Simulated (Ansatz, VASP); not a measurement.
**One calculation of Sb, two programs**

File INCAR:

```
SYSTEM = Sb
PREC = Accurate
ENCUT = 600
EDIFF = 1E-7
ISMEAR = -1
SIGMA = 0.05
LREAL = .FALSE.
LASPH = .TRUE.
NELM = 60
ALGO = Normal
ISIF = 3
LWAVE = .FALSE.
LCHARG = .FALSE.
GGA = PS
IBRION = 2
NSW = 60
EDIFFG = -0.005
```

KPOINTS

```
regular mesh
0
G
  16 16 16
  0 0 0
```

POSCAR

```
Sb
1.0
   -1.9129311828      1.9129311828      1.9129311828
    1.9129311828     -1.9129311828      1.9129311828
    1.9129311828      1.9129311828     -1.9129311828
Sb
1
Direct
    0.0000000000      0.0000000000      0.0000000000
```

Input for Ansatz:

```yaml
crystal:
  lattice:
    - [-1.9129311828, 1.9129311828, 1.9129311828]
    - [1.9129311828, -1.9129311828, 1.9129311828]
    - [1.9129311828, 1.9129311828, -1.9129311828]
  atoms:
    - { symbol: Sb, position: [0.0, 0.0, 0.0] }
kpoints:
  mp_grid: { grid: [16, 16, 16] }
scf:
  occupations: { method: fermi_dirac, width: 0.05 }
hamiltonian:
  xc: pbesol
  pseudopotentials: { kind: paw }
output:
  forces: true
  stress: true
relax:
  f_tol: 0.005
  max_steps: 40
  cell: {}
```

Alike in both runs: task relaxation of cell and atoms; functional PBEsol; k mesh 16 × 16 × 16; occupations fermi-dirac, width 0.05 eV; no spin polarisation.

|  | VASP | Ansatz |
| --- | --- | --- |
| version | VASP 6.6.1 | Ansatz 0.2.0 |
| potentials or method | VASP PAW PBE potentials, release 64 (Sb) | PAW with Ansatz's default frozen-core files, scalar-relativistic |
| plane-wave cutoff (eV) | 600 | 420 |
| valence electrons in the cell | 5 | 15 |

|  | VASP | Ansatz | Ansatz less VASP |
| --- | --- | --- | --- |
| relaxed volume (Å³/atom) | 25.94 | 25.94 | -0.003 |
| relaxed cell length with the largest relative difference (Å) | 3.230 | 3.230 | -0.0001 |

VASP's potentials were made for PBE, not for PBEsol. VASP's potentials hold 5 valence electrons a cell and Ansatz's 15, so a difference there can come from the potentials and not from the codes.

Neither program's run includes spin-orbit coupling.
